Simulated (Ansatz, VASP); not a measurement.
## Two plane-wave programs on BiS

```
CELL_PARAMETERS angstrom
4.00294 0.00000 0.00000
0.00000 4.00294 0.00000
0.00000 0.00000 4.00294
ATOMIC_POSITIONS crystal
Bi 0.50000 0.50000 0.50000
S 0.00000 0.00000 0.00000
```

Alike in both runs: functional LDA; k mesh 7 × 7 × 7; occupations fermi-dirac, width 0.05 eV; no spin polarisation.

```csv
,VASP,Ansatz
version,VASP 6.6.1,Ansatz 0.2.0
potentials or method,"VASP PAW LDA potentials, release 64 (Bi_d, S)",Ansatz PAW
plane-wave cutoff (eV),520,420
valence electrons in the cell,21,21
task,single point,band structure
```

```tsv
	VASP	Ansatz	Ansatz less VASP
gap on the k mesh at the Fermi level (eV)	none	none	-
pressure (GPa)	-13.9	-13.9	+0.03
```

LDA's correlation is that of Perdew and Zunger in VASP and of Perdew and Wang (1992) in Ansatz. A gap of «none» marks a metal or a gap that the smearing closes.

Neither program's run includes spin-orbit coupling.
